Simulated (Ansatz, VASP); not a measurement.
Two plane-wave programs on Ge

The input POSCAR:

```
Ge
1.0
    0.0000000000      2.8289100000      2.8289100000
    2.8289100000      0.0000000000      2.8289100000
    2.8289100000      2.8289100000      0.0000000000
Ge
2
Direct
    0.7500000000      0.7500000000      0.7500000000
    0.5000000000      0.5000000000      0.5000000000
```

File INCAR.step1:

```
SYSTEM = Ge
PREC = Accurate ; ENCUT = 520
ISMEAR = -1 ; SIGMA = 0.05
LREAL = .FALSE. ; LASPH = .TRUE.
NELM = 80 ; NBANDS = 21
GGA = PE ; ALGO = Normal
EDIFF = 1E-4 ; LWAVE = .TRUE.
LCHARG = .FALSE.
```

INCAR.step2

```
SYSTEM = Ge
PREC = Accurate ; ENCUT = 520
EDIFF = 1E-6 ; ISMEAR = -1
SIGMA = 0.05 ; LREAL = .FALSE.
LASPH = .TRUE. ; NELM = 80
ALGO = Normal ; ISIF = 2
LWAVE = .FALSE. ; LCHARG = .FALSE.
METAGGA = R2SCAN ; LMIXTAU = .TRUE.
LUSE_VDW = .TRUE. ; IVDW_NL = 2
BPARAM = 11.95 ; CPARAM = 0.0093
NBANDS = 21 ; ISTART = 1
```

Contents of KPOINTS:

```
regular mesh
0
G
  8 8 8
  0 0 0
```

Contents of input.yaml:

```yaml
crystal:
  lattice:
    - [0.0, 2.82891, 2.82891]
    - [2.82891, 0.0, 2.82891]
    - [2.82891, 2.82891, 0.0]
  atoms:
    - { symbol: Ge, position: [0.75, 0.75, 0.75] }
    - { symbol: Ge, position: [0.5, 0.5, 0.5] }
hamiltonian:
  xc: r2scan
  pseudopotentials: { kind: paw }
  dispersion: rvv10
kpoints:
  mp_grid: { grid: [8, 8, 8] }
scf:
  occupations: { method: fermi_dirac, width: 0.05 }
output:
  forces: true
  stress: true
  eigenvalues: true
  write_density: true
  write_potential: true
  elf: true
  volumetric_format: npy
```

Alike in both runs: task single point; functional r2SCAN; dispersion rVV10; k mesh 8 × 8 × 8; occupations fermi-dirac, width 0.05 eV; no spin polarisation.

```csv
,VASP,Ansatz
version,VASP 6.6.1,Ansatz 0.2.0
potentials or method,"VASP PAW PBE potentials, release 64 (Ge_d)",Ansatz PAW
plane-wave cutoff (eV),520,500
valence electrons in the cell,28,28
```

```tsv
	VASP	Ansatz	Ansatz less VASP
gap on the k mesh at the Fermi level (eV)	0.41	0.44	+0.034
least direct gap on the mesh (eV)	0.41	0.44	+0.034
pressure (GPa)	-0.2	-0.2	+0.01
```

VASP's potentials were made for PBE, not for r2SCAN.
